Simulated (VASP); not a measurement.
Wanted: the native input for a VASP 6.6.1 run.

* Task: single point
* Functional: PBE
* Potentials or basis: VASP PAW PBE potentials, release 64 (B, As)
* Cutoff: 520 eV
* k mesh: 10 × 10 × 10
* Occupations: gaussian, width 0.05 eV
* Spin: no spin polarisation
* Dipole correction: no
* Further INCAR settings: ALGO = Normal; EDIFF = 1e-06; NBANDS = 11

The structure of BAs lies in POSCAR:

```
BAs
1.0
    0.0000000000      2.2120582687      2.3082347151
    2.2120582687      0.0000000000      2.3082347151
    2.2120582687      2.2120582687      0.0000000000
B As
1 1
Direct
    0.0000000000      0.0000000000      0.0000000000
    0.7500000000      0.7500000000      0.7500000000
```

This cell differs from its parent crystal: strain -0.080 along x and y, -0.040 along z.

These files were run (other wordings do the same):

INCAR

```
ALGO     = Normal         # electronic algorithm
EDIFF    = 1E-6           # SCF threshold, eV
ENCUT    = 520            # plane-wave cutoff, eV
GGA      = PE             # functional
ISIF     = 2              # what is computed and relaxed
ISMEAR   = 0              # smearing method
LASPH    = T              # aspherical terms in the spheres
LCHARG   = F              # write CHGCAR
LREAL    = F              # projectors in reciprocal space
LWAVE    = F              # write WAVECAR
NBANDS   = 11             # bands
NELM     = 60             # most SCF steps
PREC     = Accurate       # precision mode
SIGMA    = 0.05           # smearing width, eV
```

KPOINTS

```
k-points
0
Gamma
  10 10 10
```

Potentials or basis: VASP PAW PBE potentials, release 64 (B, As).

Run with:

```bash
$ cat potpaw_PBE.64/B/POTCAR potpaw_PBE.64/As/POTCAR > POTCAR
$ mpirun -np 1 vasp_std > vasp.out
```

Results of the run:

| Quantity | Value |
| --- | --- |
| Pressure | 43.1 GPa |
| Band gap on the k mesh | 0.61 eV, indirect (least direct gap 3.31 eV) |

Caveat: the cell differs from its parent crystal (strain -0.080 along x and y, -0.040 along z).

Run time: 12 s on 1 thread of AMD EPYC 9R45 96-Core Processor (Zen 5), on a shared host, peak memory 0.13 GiB.
